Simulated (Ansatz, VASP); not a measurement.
## MnO2 in VASP and in Ansatz

File INCAR:

```
SYSTEM = MnO2
ALGO = Normal ; EDIFF = 1E-6
ENCUT = 600 ; GGA = PE
GGA_COMPAT = .FALSE. ; ISIF = 2
ISMEAR = 0 ; ISPIN = 2
LASPH = .TRUE. ; LCHARG = .FALSE.
LMAXMIX = 4 ; LORBIT = 11
LREAL = .FALSE. ; LWAVE = .FALSE.
MAGMOM = 2.74 0 0 ; NBANDS = 24
NELM = 200 ; PREC = Accurate
SIGMA = 0.1
```

Contents of KPOINTS:

```
k-points
0
G
  3 3 3
  0 0 0
```

Contents of POSCAR:

```
MnO2
1.0
    1.4284348394      0.8247072390      4.5839315268
   -1.4284348394      0.8247072390      4.5839315268
    0.0000000000     -1.6494144781      4.5839315268
Mn O
1 2
Direct
    0.0000000000      0.0000000000      0.0000000000
    0.2643644900      0.2643644900      0.2643644900
    0.7356355100      0.7356355100      0.7356355100
```

Input for Ansatz:

```yaml
crystal:
  lattice:
    - [1.4284348394, 0.824707239, 4.5839315268]
    - [-1.4284348394, 0.824707239, 4.5839315268]
    - [0.0, -1.6494144781, 4.5839315268]
  atoms:
    - { symbol: Mn, position: [0.0, 0.0, 0.0], spin: 2.74 }
    - { symbol: O, position: [0.26436449, 0.26436449, 0.26436449] }
    - { symbol: O, position: [0.73563551, 0.73563551, 0.73563551] }
basis:
  ecutwfc: 420
kpoints:
  mp_grid: { grid: [3, 3, 3] }
hamiltonian:
  xc: pbe
scf:
  occupations: { method: gaussian, width: 0.1 }
  lower_state_search: "off"
  max_iter: 80
  convergence: { dr2_threshold: "1e-7 eV" }
output:
  forces: true
  stress: true
  eigenvalues: true
  populations: true
magnetization:
  spin_polarized: true
```

Alike in both runs: task single point; functional PBE; k mesh 3 × 3 × 3; occupations gaussian, width 0.1 eV; collinear spin.

|  | VASP | Ansatz |
| --- | --- | --- |
| version | VASP 6.6.1 | Ansatz 0.2.0 |
| potentials or method | VASP PAW PBE potentials, release 64 (Mn_pv, O), cutoff 600 eV | scalar-relativistic, plane waves, PAW |
| valence electrons in the cell | 25 | 27 |

Ansatz gave:

```
gap on the k mesh at the Fermi level (eV)                     : 0.99
least direct gap on the mesh (eV)                             : 0.99
pressure (GPa)                                                : 5.4
traceless stress, the component that is largest in VASP (GPa) : -0.60
rms of the force components (eV/Å)                            : 0.126
net moment per atom (μB)                                      : 1.00
size of the moment on the site where the two differ most (μB) : 2.51
```

Task: Which values does VASP return?

Result: gap on the k mesh at the Fermi level (eV): 0.95; least direct gap on the mesh (eV): 0.96; pressure (GPa): 6.2; traceless stress, the component that is largest in VASP (GPa): -1.00; rms of the force components (eV/Å): 0.169; net moment per atom (μB): 1.00; size of the moment on the site where the two differ most (μB): 2.87.

Site moments also hang on the region over which each program counts them. Atom by atom the forces differ by 0.042 eV/Å (rms over components). VASP's potentials hold 25 valence electrons a cell and Ansatz's 27, so a difference there can come from the potentials and not from the codes. Ansatz's warnings: stress scf threshold loose.

The k mesh is coarse, so the values compare programs but aren't converged.
